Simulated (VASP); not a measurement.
# SiGe (P6_3mc) in VASP: a series of runs

Runs on SiGe. Level: LDA. Tasks: single point.

All numbers are computed with VASP 6.6.1; they aren't measurements. Logs are shortened: lines on timing, memory, paths and dates and some standing lists are left out, and cuts for length are marked.

## 1. The cell of the first run

Symmetry: P6_3mc, No. 186, hexagonal system. The conventional cell has a = 3.835 Å, b = 3.835 Å, c = 6.337 Å, α = 90.00°, β = 90.00°, γ = 120.00°. Within 3.1 Å of Si (site symmetry 3m) lie 4 Ge at 2.32 to 2.47 Å. Ge (site symmetry 3m) has 4 Si at 2.32 to 2.47 Å within 3.1 Å.

## 2. Single point, LDA

Contents of INCAR:

```
PREC     = Accurate       # precision mode
ENCUT    = 520            # plane-wave cutoff, eV
EDIFF    = 1E-6           # SCF threshold, eV
ISMEAR   = 0              # smearing method
SIGMA    = 0.03           # smearing width, eV
LREAL    = False          # projectors in reciprocal space
LASPH    = True           # aspherical terms in the spheres
NELM     = 100            # most SCF steps
ALGO     = Normal         # electronic algorithm
ISIF     = 2              # what is computed and relaxed
LWAVE    = False          # write WAVECAR
LCHARG   = True           # write CHGCAR
LELF     = True           # ELF
LVHAR    = True         
NBANDS   = 26             # bands
```

Contents of KPOINTS:

```
regular mesh
0
Gamma
  12 12 6
```

Contents of POSCAR:

```
SiGe
1.0
    3.8347660222      0.0000000000      0.0000000000
   -1.9173830111      3.3210047928      0.0000000000
    0.0000000000      0.0000000000      6.3373575767
Si Ge
2 2
Direct
    0.6666666667      0.3333333333      0.8745031008
    0.3333333333      0.6666666667      0.3745031008
    0.6666666667      0.3333333333      0.4848580677
    0.3333333333      0.6666666667     -0.0151419323
```

Potentials or basis: VASP PAW LDA potentials, release 64 (Si, Ge_d).

Command:

```console
$ cat potpaw_LDA.64/Si/POTCAR potpaw_LDA.64/Ge_d/POTCAR > POTCAR
$ mpirun -np 1 vasp_std > vasp.out
```

OUTCAR:

```text
PREC = Accurate
   ENCUT = 520
   EDIFF = 1E-6
   ISMEAR = 0
   LREAL = False
   LASPH = True
   NELM = 100
   ISIF = 2

 ion  position               nearest neighbor table
   1  0.667  0.333  0.875-   4 2.32   4 2.32   4 2.32   3 2.47
   2  0.333  0.667  0.375-   3 2.32   3 2.32   3 2.32   4 2.47
   3  0.667  0.333  0.485-   2 2.32   2 2.32   2 2.32   1 2.47
   4  0.333  0.667  0.985-   1 2.32   1 2.32   1 2.32   2 2.47

  LATTYP: Found a hexagonal cell.
 ALAT       =     3.8347660222
 C/A-ratio  =     1.6526060625

  Lattice vectors:

 A1 = (   3.8347660222,   0.0000000000,   0.0000000000)
 A2 = (  -1.9173830111,   3.3210047928,   0.0000000000)
 A3 = (   0.0000000000,   0.0000000000,   6.3373575767)

Analysis of symmetry for initial positions (statically):
=====================================================================
 Subroutine PRICEL returns:
 Original cell was already a primitive cell.

 Routine SETGRP: Setting up the symmetry group for a
 hexagonal supercell.

 Subroutine GETGRP returns: Found 12 space group operations
 (whereof  6 operations were pure point group operations)
 out of a pool of 24 trial point group operations.

The static configuration has the point symmetry C_3v.
 The point group associated with its full space group is C_6v.

Analysis of symmetry for dynamics (positions and initial velocities):
=====================================================================
 Subroutine PRICEL returns:
 Original cell was already a primitive cell.

 Routine SETGRP: Setting up the symmetry group for a
 hexagonal supercell.

 Subroutine GETGRP returns: Found 12 space group operations
 (whereof  6 operations were pure point group operations)
 out of a pool of 24 trial point group operations.

The dynamic configuration has the point symmetry C_3v.
 The point group associated with its full space group is C_6v.

 Subroutine INISYM returns: Found 12 space group operations
 (whereof  6 operations are pure point group operations),
 and found     1 'primitive' translations

----------------------------------------------------------------------------------------

                                     Primitive cell

  volume of cell :      80.7080

  direct lattice vectors                    reciprocal lattice vectors
     3.834766022  0.000000000  0.000000000     0.260772103  0.150556844  0.000000000
    -1.917383011  3.321004793  0.000000000     0.000000000  0.301113688  0.000000000
     0.000000000  0.000000000  6.337357577     0.000000000  0.000000000  0.157794473
[... 89 lines left out ...]
   LREAL  =      F    real-space projection
   EDIFFG = 0.1E-04   stopping-criterion for IOM
   NSW    =      0    number of steps for IOM
   IBRION =     -1    ionic relax: 0-MD 1-quasi-New 2-CG
   NFREE  =      0    steps in history (QN), initial steepest desc. (CG)
   ISIF   =      2    stress and relaxation
   ISYM   =      2    0-nonsym 1-usesym 2-fastsym
   POTIM  = 0.5000    time-step for ionic-motion
   TEBEG  =    0.0;   TEEND  =   0.0 temperature during run
   PSTRESS=    0.0 pullay stress
   NELECT =      36.0000    total number of electrons
   NUPDOWN=      -1.0000    fix difference up-down
   EMIN   =  10.00;   EMAX   =-10.00  energy-range for DOS
   EFERMI =   0.00;   METHOD = LEGACY
   ISMEAR =     0;   SIGMA  =   0.03  broadening in eV -4-tet -1-fermi 0-gaus
   EFERMI_NEDOS =   21; number of points for ismear=-14 and -15
   IALGO  =     38    algorithm
   IMIX   =      4    mixing-type and parameters
     AMIX     =   0.40;   BMIX     =  1.00
     AMIX_MAG =   1.60;   BMIX_MAG =  1.00
  volume/ion in A,a.u.               =      20.18       136.16
  Fermi-wavevector in a.u.,A,eV,Ry     =   1.250845  2.363754 21.287852  1.564613
  Thomas-Fermi vector in A             =   2.384820
   LORBIT       =      0    0 simple, 1 ext, 2 COOP (PROOUT), +10 PAW based schemes
   GGA     = CA    functional components
   LHFCALC =     F    Hartree Fock is set to
   AEXX    =    0.0000 exact exchange contribution
   IVDW    =     0    specifies the selected vdW correction
   LEPSILON=     F    determine dielectric tensor
   LRPA    =     F    only Hartree local field effects (RPA)
 non-spin polarized calculation
 Gauss-broadening in eV      SIGMA  =   0.03
  energy-cutoff  :      520.00
  volume of cell :       80.71
 maximum number of plane-waves:      2208
 NGX is ok and might be reduce to    30
   NGX = 15   NGY = 15   NGZ = 23

 number of electron      35.9999980 magnetization

 Free energy of the ion-electron system (eV)
  ---------------------------------------------------
  ext. energy  EPLUGINS =         0.00000000
  ---------------------------------------------------
  free energy    TOTEN  =       -22.08117086 eV

  energy without entropy =      -22.08111714  energy(sigma->0) =      -22.08114400

 E-fermi :   6.1424     XC(G=0): -10.2049

 val. band max:        6.0642602571   @ k =   0.0833   0.0000   0.0000
 cond. band min:       6.1515290594   @ k =   0.5000   0.0000   0.0000
 fundamental gap:      0.0872688023
 Fermi energy:         6.1424044824

 k-point     1 :       0.0000    0.0000    0.0000
  band No.  band energies     occupation
      1     -18.7599      2.00000
      2     -18.7599      2.00000
      3     -18.7574      2.00000
      4     -18.7574      2.00000
      5     -18.7543      2.00000
      6     -18.7535      2.00000
[... 685 lines left out ...]
     25      13.1209      0.00000
     26      13.4924      0.00000

 [... further k-points ...]

------------------------ aborting loop because EDIFF is reached ----------------------------------------

  FORCE on cell =-STRESS in cart. coord.  units (eV):
  Direction    XX          YY          ZZ          XY          YZ          ZX
  --------------------------------------------------------------------------------------
  -------------------------------------------------------------------------------------
  Total        2.5329733      2.5329733     -0.5255024      0.0000000      0.0000000      0.0000000
  in kB       50.2833970     50.2833970    -10.4320270      0.0000000      0.0000000      0.0000000
  external PRESSURE =      30.0449224 kB  Pullay stress =       0.0000000 kB

 VOLUME and BASIS-vectors are now :
 -----------------------------------------------------------------------------
  energy-cutoff  :      520.00
  volume of cell :       80.71
      direct lattice vectors                 reciprocal lattice vectors
     3.834766022  0.000000000  0.000000000     0.260772103  0.150556844  0.000000000
    -1.917383011  3.321004793  0.000000000     0.000000000  0.301113688  0.000000000
     0.000000000  0.000000000  6.337357577     0.000000000  0.000000000  0.157794473

 POSITION                                       TOTAL-FORCE (eV/Angst)
 -----------------------------------------------------------------------------------
      1.91738      1.10700      5.54204        -0.000000      0.000000     -1.121205
     -0.00000      2.21400      2.37336         0.000000     -0.000000     -1.121205
      1.91738      1.10700      3.07272        -0.000000      0.000000      1.121205
     -0.00000      2.21400      6.24140        -0.000000     -0.000000      1.121205
 -----------------------------------------------------------------------------------
    total drift:                                0.000000      0.000000      0.000075

  FREE ENERGIE OF THE ION-ELECTRON SYSTEM (eV)
  ---------------------------------------------------
  free  energy   TOTEN  =       -22.0811708575 eV

  energy  without entropy=      -22.0811171380  energy(sigma->0) =      -22.08114400
```

stdout:

```text
POSCAR found type information on POSCAR SiGe
 POSCAR found :  2 types and       4 ions
 scaLAPACK will be used
 LDA part: xc-table for (Slater(with rela. corr.)+CA(PZ))
 , standard interpolation
 POSCAR, INCAR and KPOINTS ok, starting setup
 FFT: planning ... GRIDC
 FFT: planning ... GRID_SOFT
 FFT: planning ... GRID
 WAVECAR not read
 entering main loop
```

Run time: 70 s. Hardware: 1 thread of Intel Xeon Platinum 8559C (Emerald Rapids), shared host; peak memory 0.25 GiB.

What came out:

- Free energy: -22.0812 eV
- Pressure: 3.0 GPa
- Largest force: 1.121 eV/Å
- Band gap on the k mesh: zero (band 18 reaches 6.23 eV, above the bottom of band 19 at 6.15 eV)

Forces in eV/Å, atoms in the order of the input:
```
Si   0.000  0.000 -1.121
Si   0.000  0.000 -1.121
Ge   0.000  0.000  1.121
Ge   0.000  0.000  1.121
```

Levels at points of the mesh, in eV from the Fermi level:
```
           k point  band 16  band 17  band 18  band 19  band 20  band 21
(0.00, 0.00, 0.00)    -0.41    -0.41     0.08     0.19     1.57     1.99
(0.50, 0.00, 0.00)    -3.57    -3.06    -2.00     0.01     1.82     3.44
(0.00, 0.00, 0.50)    -1.29    -1.29    -1.29     0.99     0.99     2.91
(0.50, 0.00, 0.50)    -2.93    -2.62    -2.62     0.54     0.54     1.39
```

Caveat: forces of over 1 eV/Å act on the atoms, so gaps and moduli don't describe the material at rest.

## 3. Single point, LDA

This run uses another cell than the first one, of 21.84 Å³/atom, 1.082 times its volume.

Contents of INCAR:

```
SYSTEM = SiGe
PREC     = Accurate       ! precision mode
ENCUT    = 520            ! plane-wave cutoff, eV
EDIFF    = 1E-7           ! SCF threshold, eV
ISMEAR   = 0              ! smearing method
SIGMA    = 0.03           ! smearing width, eV
LREAL    = .False.        ! projectors in reciprocal space
LASPH    = .True.         ! aspherical terms in the spheres
NELM     = 60             ! most SCF steps
ALGO     = Normal         ! electronic algorithm
ISIF     = 2              ! what is computed and relaxed
LWAVE    = .False.        ! write WAVECAR
LCHARG   = .True.         ! write CHGCAR
GGA      = CA             ! functional
LELF     = .True.         ! ELF
LVHAR    = .True.       
NBANDS   = 26             ! bands
```

Contents of KPOINTS:

```
Automatic mesh
0
Gamma
  12 12 6
  0 0 0
```

Contents of POSCAR:

```
SiGe
1.0
    3.9371113814      0.0000000000      0.0000000000
   -1.9685556907      3.4096384739      0.0000000000
    0.0000000000      0.0000000000      6.5064941378
Si Ge
2 2
Direct
    0.6666666667      0.3333333333      0.8745031008
    0.3333333333      0.6666666667      0.3745031008
    0.6666666667      0.3333333333      0.5161337307
    0.3333333333      0.6666666667      0.0161337307
```

Potentials or basis: VASP PAW LDA potentials, release 64 (Si, Ge_d).

Command:

```console
$ cat potpaw_LDA.64/Si/POTCAR potpaw_LDA.64/Ge_d/POTCAR > POTCAR
$ mpirun -np 1 vasp_std > vasp.out
```

Wall time 83 s (1 thread of AMD EPYC 9R45 (Zen 5), shared host); peak memory 0.23 GiB.

Results (log left out):

| Property | Result |
| --- | --- |
| Free energy | -22.0345 eV |
| Pressure | -3.6 GPa |
| Largest force | 1.319 eV/Å |
| Band gap on the k mesh | zero (band 18 reaches 5.47 eV, above the bottom of band 19 at 5.45 eV) |

Forces on the atoms (eV/Å):
```
Si   0.000  0.000  1.319
Si   0.000  0.000  1.319
Ge   0.000  0.000 -1.319
Ge   0.000  0.000 -1.319
```

Stress tensor (GPa, compression positive):
```
-5.38  0.00  0.00
 0.00 -5.38  0.00
 0.00  0.00 -0.19
```

Levels at points of the mesh, in eV from the Fermi level:
```tsv
k point	band 16	band 17	band 18	band 19	band 20	band 21
(0.00, 0.00, 0.00)	-1.08	0.04	0.04	0.29	0.86	1.65
(0.50, 0.00, 0.00)	-3.45	-3.22	-1.44	0.28	1.71	2.53
(0.00, 0.00, 0.50)	-1.05	-1.05	-1.05	1.09	1.09	2.87
(0.50, 0.00, 0.50)	-2.98	-2.54	-2.54	0.24	0.24	1.78
```

Caveat: forces of over 1 eV/Å act on the atoms, so gaps and moduli don't describe the material at rest.
